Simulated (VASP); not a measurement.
# PbSe (F-43m) in VASP: further runs

PbSe is run at these levels: PBE; tasks: single point, relaxation of cell and atoms.

Everything below comes from runs of VASP 6.6.1. Logs are shortened: lines on timing, memory, paths and dates and some standing lists are left out, and cuts for length are marked.

## 1. The cell of the first run

The structure is cubic, space group F-43m (No. 216). The conventional cell has a = 7.067 Å, b = 7.067 Å, c = 7.067 Å, α = 90.00°, β = 90.00°, γ = 90.00°. Within 4.0 Å of Pb (site symmetry -43m) lie 4 Se at 3.06 Å. Within 4.0 Å of Se (site symmetry -43m) lie 4 Pb at 3.06 Å.

## 2. Single point, PBE

INCAR reads:

```
SYSTEM = PbSe
  PREC = Accurate
  ENCUT = 520
  EDIFF = 1E-6
  ISMEAR = 0
  SIGMA = 0.1
  LREAL = .False.
  LASPH = .True.
  NELM = 60
  ALGO = Normal
  ISIF = 2
  LWAVE = .False.
  LCHARG = .False.
  GGA = PE
  NBANDS = 17
```

KPOINTS reads:

```
Automatic mesh
0
Gamma
  4 4 4
  0 0 0
```

POSCAR reads:

```
PbSe
1.0
    0.0000000000      3.5333836500      3.5333836500
    3.5333836500      0.0000000000      3.5333836500
    3.5333836500      3.5333836500      0.0000000000
Pb Se
1 1
Direct
    0.0000000000      0.0000000000      0.0000000000
    0.7500000000      0.7500000000      0.7500000000
```

Potentials or basis: VASP PAW PBE potentials, release 64 (Pb_d, Se).

Run with:

```
$ cat potpaw_PBE.64/Pb_d/POTCAR potpaw_PBE.64/Se/POTCAR > POTCAR
$ mpirun -np 1 vasp_std > vasp.out
```

OUTCAR:

```text
SYSTEM = PbSe
   PREC = Accurate
   ENCUT = 520
   EDIFF = 1E-6
   ISMEAR = 0
   LREAL = .False.
   LASPH = .True.
   NELM = 60
   ISIF = 2
   GGA = PE

 ion  position               nearest neighbor table
   1  0.000  0.000  0.000-   2 3.06   2 3.06   2 3.06   2 3.06
   2  0.750  0.750  0.750-   1 3.06   1 3.06   1 3.06   1 3.06

  LATTYP: Found a face centered cubic cell.
 ALAT       =     7.0667673000

  Lattice vectors:

 A1 = (   0.0000000000,   3.5333836500,   3.5333836500)
 A2 = (   3.5333836500,   0.0000000000,   3.5333836500)
 A3 = (   3.5333836500,   3.5333836500,   0.0000000000)

Analysis of symmetry for initial positions (statically):
=====================================================================
 Subroutine PRICEL returns:
 Original cell was already a primitive cell.

 Routine SETGRP: Setting up the symmetry group for a
 face centered cubic supercell.

 Subroutine GETGRP returns: Found 24 space group operations
 (whereof 24 operations were pure point group operations)
 out of a pool of 48 trial point group operations.

The static configuration has the point symmetry T_d .

Analysis of symmetry for dynamics (positions and initial velocities):
=====================================================================
 Subroutine PRICEL returns:
 Original cell was already a primitive cell.

 Routine SETGRP: Setting up the symmetry group for a
 face centered cubic supercell.

 Subroutine GETGRP returns: Found 24 space group operations
 (whereof 24 operations were pure point group operations)
 out of a pool of 48 trial point group operations.

The dynamic configuration has the point symmetry T_d .

 Subroutine INISYM returns: Found 24 space group operations
 (whereof 24 operations are pure point group operations),
 and found     1 'primitive' translations

----------------------------------------------------------------------------------------

                                     Primitive cell

  volume of cell :      88.2272

  direct lattice vectors                    reciprocal lattice vectors
     0.000000000  3.533383650  3.533383650    -0.141507419  0.141507419  0.141507419
     3.533383650  0.000000000  3.533383650     0.141507419 -0.141507419  0.141507419
     3.533383650  3.533383650  0.000000000     0.141507419  0.141507419 -0.141507419

  length of vectors
     4.996959079  4.996959079  4.996959079     0.245098039  0.245098039  0.245098039

[... 62 lines left out ...]
   NELM   =     60;   NELMIN=  2; NELMDL= -5     # of ELM steps
   EDIFF  = 0.1E-05   stopping-criterion for ELM
   LREAL  =      F    real-space projection
   EDIFFG = 0.1E-04   stopping-criterion for IOM
   NSW    =      0    number of steps for IOM
   IBRION =     -1    ionic relax: 0-MD 1-quasi-New 2-CG
   NFREE  =      0    steps in history (QN), initial steepest desc. (CG)
   ISIF   =      2    stress and relaxation
   ISYM   =      2    0-nonsym 1-usesym 2-fastsym
   POTIM  = 0.5000    time-step for ionic-motion
   TEBEG  =    0.0;   TEEND  =   0.0 temperature during run
   PSTRESS=    0.0 pullay stress
   NELECT =      20.0000    total number of electrons
   NUPDOWN=      -1.0000    fix difference up-down
   EMIN   =  10.00;   EMAX   =-10.00  energy-range for DOS
   EFERMI =   0.00;   METHOD = LEGACY
   ISMEAR =     0;   SIGMA  =   0.10  broadening in eV -4-tet -1-fermi 0-gaus
   EFERMI_NEDOS =   21; number of points for ismear=-14 and -15
   IALGO  =     38    algorithm
   IMIX   =      4    mixing-type and parameters
     AMIX     =   0.40;   BMIX     =  1.00
     AMIX_MAG =   1.60;   BMIX_MAG =  1.00
  volume/ion in A,a.u.               =      44.11       297.69
  Fermi-wavevector in a.u.,A,eV,Ry     =   0.998200  1.886324 13.556877  0.996402
  Thomas-Fermi vector in A             =   2.130407
   LORBIT       =      0    0 simple, 1 ext, 2 COOP (PROOUT), +10 PAW based schemes
   GGA     = PE    functional components
   LHFCALC =     F    Hartree Fock is set to
   AEXX    =    0.0000 exact exchange contribution
   IVDW    =     0    specifies the selected vdW correction
   LEPSILON=     F    determine dielectric tensor
   LRPA    =     F    only Hartree local field effects (RPA)
 non-spin polarized calculation
 Gauss-broadening in eV      SIGMA  =   0.10
  energy-cutoff  :      520.00
  volume of cell :       88.23
 maximum number of plane-waves:      2421
 NGX is ok and might be reduce to    40
   NGX = 19   NGY = 19   NGZ = 19

 number of electron      19.9999998 magnetization

 Free energy of the ion-electron system (eV)
  ---------------------------------------------------
  ext. energy  EPLUGINS =         0.00000000
  ---------------------------------------------------
  free energy    TOTEN  =        -7.80543917 eV

  energy without entropy =       -7.80543917  energy(sigma->0) =       -7.80543917

 E-fermi :   1.9651     XC(G=0):  -7.3529

 val. band max:        1.5526509589   @ k =  -0.2500   0.5000   0.2500
 cond. band min:       2.3703518638   @ k =   0.5000   0.5000   0.0000
 fundamental gap:      0.8177009048
 Fermi energy:         1.9650777303

 k-point     1 :       0.0000    0.0000    0.0000
  band No.  band energies     occupation
      1     -15.2031      2.00000
      2     -15.2031      2.00000
      3     -15.2031      2.00000
      4     -15.1857      2.00000
      5     -15.1857      2.00000
      6     -10.7075      2.00000
[... 137 lines left out ...]
      4     -15.1869      2.00000
      5     -15.1836      2.00000
      6     -10.0672      2.00000
[... 9 lines left out ...]
     16      10.6631      0.00000
     17      10.7620      0.00000

------------------------ aborting loop because EDIFF is reached ----------------------------------------

  FORCE on cell =-STRESS in cart. coord.  units (eV):
  Direction    XX          YY          ZZ          XY          YZ          ZX
  --------------------------------------------------------------------------------------
  -------------------------------------------------------------------------------------
  Total       -1.0656224     -1.0656224     -1.0656224      0.0000000     -0.0000000     -0.0000000
  in kB      -19.3513629    -19.3513629    -19.3513629      0.0000000     -0.0000000     -0.0000000
  external PRESSURE =     -19.3513629 kB  Pullay stress =       0.0000000 kB

 VOLUME and BASIS-vectors are now :
 -----------------------------------------------------------------------------
  energy-cutoff  :      520.00
  volume of cell :       88.23
      direct lattice vectors                 reciprocal lattice vectors
     0.000000000  3.533383650  3.533383650    -0.141507419  0.141507419  0.141507419
     3.533383650  0.000000000  3.533383650     0.141507419 -0.141507419  0.141507419
     3.533383650  3.533383650  0.000000000     0.141507419  0.141507419 -0.141507419

 POSITION                                       TOTAL-FORCE (eV/Angst)
 -----------------------------------------------------------------------------------
      0.00000      0.00000      0.00000         0.000000      0.000000     -0.000000
      5.30008      5.30008      5.30008        -0.000000     -0.000000      0.000000
 -----------------------------------------------------------------------------------
    total drift:                               -0.000000     -0.000000     -0.000000

  FREE ENERGIE OF THE ION-ELECTRON SYSTEM (eV)
  ---------------------------------------------------
  free  energy   TOTEN  =        -7.8054391733 eV

  energy  without entropy=       -7.8054391729  energy(sigma->0) =       -7.80543917
```

stdout:

```text
POSCAR found type information on POSCAR PbSe
 POSCAR found :  2 types and       2 ions
 scaLAPACK will be used
 LDA part: xc-table for (Slater+PW92), standard interpolation
 POSCAR, INCAR and KPOINTS ok, starting setup
 FFT: planning ... GRIDC
 FFT: planning ... GRID_SOFT
 FFT: planning ... GRID
 WAVECAR not read
 entering main loop
```

Run time: 11 s. Hardware: 1 thread of AMD EPYC 9R45 (Zen 5), shared host; peak memory 0.2 GiB.

What came out:

| Quantity | Value |
| --- | --- |
| Free energy | -7.8054 eV |
| Pressure | -1.9 GPa |
| Band gap on the k mesh | 0.82 eV, indirect (least direct gap 1.24 eV) |

Caveat: spin-orbit coupling is left out, which moves the levels of the heavy elements.

## 3. Single point, PBE

This run uses another cell than the first one, of 41.08 Å³/atom, 0.931 times its volume.

INCAR reads:

```
SYSTEM = PbSe
PREC = Accurate
ENCUT = 520
EDIFF = 1E-6
ISMEAR = 0
SIGMA = 0.02
LREAL = .FALSE.
LASPH = .TRUE.
NELM = 80
ALGO = Normal
ISIF = 2
LWAVE = .FALSE.
LCHARG = .TRUE.
GGA = PE
LELF = .TRUE.
LVHAR = .TRUE.
NBANDS = 17
```

KPOINTS reads:

```
Automatic mesh
0
G
  8 8 8
  0 0 0
```

POSCAR reads:

```
PbSe
1.0
    0.0000000000      3.4503617682      3.4503617682
    3.4503617682      0.0000000000      3.4503617682
    3.4503617682      3.4503617682      0.0000000000
Pb Se
1 1
Direct
    0.0000000000      0.0000000000      0.0000000000
    0.7500000000      0.7500000000      0.7500000000
```

Potentials or basis: VASP PAW PBE potentials, release 64 (Pb_d, Se).

Run with:

```
$ cat potpaw_PBE.64/Pb_d/POTCAR potpaw_PBE.64/Se/POTCAR > POTCAR
$ mpirun -np 1 vasp_std > vasp.out
```

OUTCAR:

```text
SYSTEM = PbSe
   PREC = Accurate
   ENCUT = 520
   EDIFF = 1E-6
   ISMEAR = 0
   LREAL = .FALSE.
   LASPH = .TRUE.
   NELM = 80
   ISIF = 2
   GGA = PE

 ion  position               nearest neighbor table
   1  0.000  0.000  0.000-   2 2.99   2 2.99   2 2.99   2 2.99
   2  0.750  0.750  0.750-   1 2.99   1 2.99   1 2.99   1 2.99

  LATTYP: Found a face centered cubic cell.
 ALAT       =     6.9007235364

  Lattice vectors:

 A1 = (   0.0000000000,   3.4503617682,   3.4503617682)
 A2 = (   3.4503617682,   0.0000000000,   3.4503617682)
 A3 = (   3.4503617682,   3.4503617682,   0.0000000000)

Analysis of symmetry for initial positions (statically):
=====================================================================
 Subroutine PRICEL returns:
 Original cell was already a primitive cell.

 Routine SETGRP: Setting up the symmetry group for a
 face centered cubic supercell.

 Subroutine GETGRP returns: Found 24 space group operations
 (whereof 24 operations were pure point group operations)
 out of a pool of 48 trial point group operations.

The static configuration has the point symmetry T_d .

Analysis of symmetry for dynamics (positions and initial velocities):
=====================================================================
 Subroutine PRICEL returns:
 Original cell was already a primitive cell.

 Routine SETGRP: Setting up the symmetry group for a
 face centered cubic supercell.

 Subroutine GETGRP returns: Found 24 space group operations
 (whereof 24 operations were pure point group operations)
 out of a pool of 48 trial point group operations.

The dynamic configuration has the point symmetry T_d .

 Subroutine INISYM returns: Found 24 space group operations
 (whereof 24 operations are pure point group operations),
 and found     1 'primitive' translations

----------------------------------------------------------------------------------------

                                     Primitive cell

  volume of cell :      82.1531
[... 102 lines left out ...]
   EMIN   =  10.00;   EMAX   =-10.00  energy-range for DOS
   EFERMI =   0.00;   METHOD = LEGACY
   ISMEAR =     0;   SIGMA  =   0.02  broadening in eV -4-tet -1-fermi 0-gaus
   EFERMI_NEDOS =   21; number of points for ismear=-14 and -15
   IALGO  =     38    algorithm
   IMIX   =      4    mixing-type and parameters
     AMIX     =   0.40;   BMIX     =  1.00
     AMIX_MAG =   1.60;   BMIX_MAG =  1.00
  volume/ion in A,a.u.               =      41.08       277.20
  Fermi-wavevector in a.u.,A,eV,Ry     =   1.022218  1.931712 14.217131  1.044930
  Thomas-Fermi vector in A             =   2.155885
   LORBIT       =      0    0 simple, 1 ext, 2 COOP (PROOUT), +10 PAW based schemes
   GGA     = PE    functional components
   LHFCALC =     F    Hartree Fock is set to
   AEXX    =    0.0000 exact exchange contribution
   IVDW    =     0    specifies the selected vdW correction
   LEPSILON=     F    determine dielectric tensor
   LRPA    =     F    only Hartree local field effects (RPA)
 non-spin polarized calculation
 Gauss-broadening in eV      SIGMA  =   0.02
  energy-cutoff  :      520.00
  volume of cell :       82.15
 maximum number of plane-waves:      2229
   NGX = 19   NGY = 19   NGZ = 19

 number of electron      19.9999998 magnetization

 Free energy of the ion-electron system (eV)
  ---------------------------------------------------
  ext. energy  EPLUGINS =         0.00000000
  ---------------------------------------------------
  free energy    TOTEN  =        -7.83911870 eV

  energy without entropy =       -7.83911870  energy(sigma->0) =       -7.83911870

 E-fermi :   2.2744     XC(G=0):  -7.6364

 val. band max:        2.1495737462   @ k =  -0.2500   0.5000   0.2500
 cond. band min:       2.8227126791   @ k =   0.5000   0.5000   0.0000
 fundamental gap:      0.6731389329
 Fermi energy:         2.2743916097

 k-point     1 :       0.0000    0.0000    0.0000
  band No.  band energies     occupation
      1     -14.6460      2.00000
      2     -14.6460      2.00000
      3     -14.6460      2.00000
      4     -14.6191      2.00000
      5     -14.6191      2.00000
      6     -10.5078      2.00000
[... 457 lines left out ...]
      4     -14.6191      2.00000
      5     -14.6167      2.00000
      6      -9.8436      2.00000
[... 9 lines left out ...]
     16      10.4144      0.00000
     17      11.1315      0.00000

 [... further k-points ...]
[... 5 lines left out ...]
  --------------------------------------------------------------------------------------
  -------------------------------------------------------------------------------------
  Total       -0.0123526     -0.0123526     -0.0123526      0.0000000      0.0000000      0.0000000
  in kB       -0.2409045     -0.2409045     -0.2409045      0.0000000      0.0000000      0.0000000
  external PRESSURE =      -0.2409045 kB  Pullay stress =       0.0000000 kB

 VOLUME and BASIS-vectors are now :
 -----------------------------------------------------------------------------
  energy-cutoff  :      520.00
  volume of cell :       82.15
      direct lattice vectors                 reciprocal lattice vectors
     0.000000000  3.450361768  3.450361768    -0.144912341  0.144912341  0.144912341
     3.450361768  0.000000000  3.450361768     0.144912341 -0.144912341  0.144912341
     3.450361768  3.450361768  0.000000000     0.144912341  0.144912341 -0.144912341

 POSITION                                       TOTAL-FORCE (eV/Angst)
 -----------------------------------------------------------------------------------
      0.00000      0.00000      0.00000         0.000000     -0.000000     -0.000000
      5.17554      5.17554      5.17554        -0.000000      0.000000      0.000000
 -----------------------------------------------------------------------------------
    total drift:                               -0.000000     -0.000000     -0.000000

  FREE ENERGIE OF THE ION-ELECTRON SYSTEM (eV)
  ---------------------------------------------------
  free  energy   TOTEN  =        -7.8391186960 eV

  energy  without entropy=       -7.8391186960  energy(sigma->0) =       -7.83911870
```

OSZICAR:

```text
N       E                     dE             d eps       ncg     rms          rms(c)
DAV:   1     0.162133373410E+03    0.16213E+03   -0.91542E+03   986   0.109E+03
DAV:   2     0.527712516449E+01   -0.15686E+03   -0.15172E+03  1032   0.285E+02
DAV:   3    -0.792984462779E+01   -0.13207E+02   -0.13136E+02  1276   0.915E+01
DAV:   4    -0.829395980327E+01   -0.36412E+00   -0.36393E+00  1129   0.191E+01
DAV:   5    -0.830810439212E+01   -0.14145E-01   -0.14144E-01  1385   0.342E+00    0.302E+00
DAV:   6    -0.783749589869E+01    0.47061E+00   -0.12821E+00  1482   0.650E+00    0.168E+00
DAV:   7    -0.783264812674E+01    0.48478E-02   -0.15837E-01  1025   0.170E+00    0.892E-01
DAV:   8    -0.783839840280E+01   -0.57503E-02   -0.18083E-02  1072   0.143E+00    0.139E-01
DAV:   9    -0.783856269325E+01   -0.16429E-03   -0.55701E-03  1272   0.572E-01    0.104E-01
DAV:  10    -0.783899190289E+01   -0.42921E-03   -0.66673E-04  1013   0.181E-01    0.351E-02
DAV:  11    -0.783910034621E+01   -0.10844E-03   -0.21264E-04  1153   0.109E-01    0.169E-02
DAV:  12    -0.783911655340E+01   -0.16207E-04   -0.38764E-05  1102   0.552E-02    0.489E-03
DAV:  13    -0.783911825544E+01   -0.17020E-05   -0.20432E-06  1143   0.125E-02    0.287E-03
DAV:  14    -0.783911869605E+01   -0.44061E-06   -0.11355E-06   847   0.764E-03
   1 F= -.78391187E+01 E0= -.78391187E+01  d E =-.160735E-20
```

stdout:

```text
POSCAR found type information on POSCAR PbSe
 POSCAR found :  2 types and       2 ions
 scaLAPACK will be used
 LDA part: xc-table for (Slater+PW92), standard interpolation
 POSCAR, INCAR and KPOINTS ok, starting setup
 FFT: planning ... GRIDC
 FFT: planning ... GRID_SOFT
 FFT: planning ... GRID
 WAVECAR not read
 entering main loop
```

Run time: 26 s. Hardware: 1 thread of AMD EPYC 9R45 (Zen 5), shared host; peak memory 0.19 GiB.

What came out:

| Quantity | Value |
| --- | --- |
| Free energy | -7.8391 eV |
| Pressure | 0.0 GPa |
| Band gap on the k mesh | 0.67 eV, indirect (least direct gap 1.18 eV) |

Caveat: spin-orbit coupling is left out, which moves the levels of the heavy elements.

## 4. Single point, PBE

This run uses another cell than the first one, of 41.08 Å³/atom, 0.931 times its volume.

INCAR reads:

```
  PREC = Accurate
  ENCUT = 520
  EDIFF = 1E-7
  ISMEAR = 0
  SIGMA = 0.02
  LREAL = False
  LASPH = True
  NELM = 60
  ALGO = Normal
  ISIF = 2
  LWAVE = False
  LCHARG = True
  GGA = PE
  LELF = True
  LVHAR = True
  NBANDS = 17
```

KPOINTS reads:

```
regular mesh
0
Gamma
  8 8 8
```

POSCAR is that of step 3.

Run with:

```
$ cat potpaw_PBE.64/Pb_d/POTCAR potpaw_PBE.64/Se/POTCAR > POTCAR
$ mpirun -np 1 vasp_std > vasp.out
```

Run time: 29 s. Hardware: 1 thread of AMD EPYC 9R45 (Zen 5), shared host; peak memory 0.19 GiB.

Results (log left out):

* Free energy: -7.8391 eV
* Pressure: 0.0 GPa
* Band gap on the k mesh: 0.67 eV, indirect (least direct gap 1.18 eV)

Levels at points of the mesh, in eV from the valence-band top:
```
           k point  band 6  band 7  band 8  band 9  band 10  band 11  band 12  band 13  band 14  band 15
(0.00, 0.00, 0.00)  -12.66   -6.45   -1.56   -1.56    -1.56     2.12     2.12     2.12     4.70     8.20
(0.50, 0.00, 0.00)  -12.10   -7.84   -2.08   -2.08    -1.96     2.86     2.86     3.58     6.53     7.86
(0.50, 0.50, 0.00)  -11.88   -8.18   -2.75   -2.75    -0.50     0.67     4.76     4.76     5.93     7.84
```

Caveat: spin-orbit coupling is left out, which moves the levels of the heavy elements. A k mesh can miss the band edges.

[end of part 1 of 2]
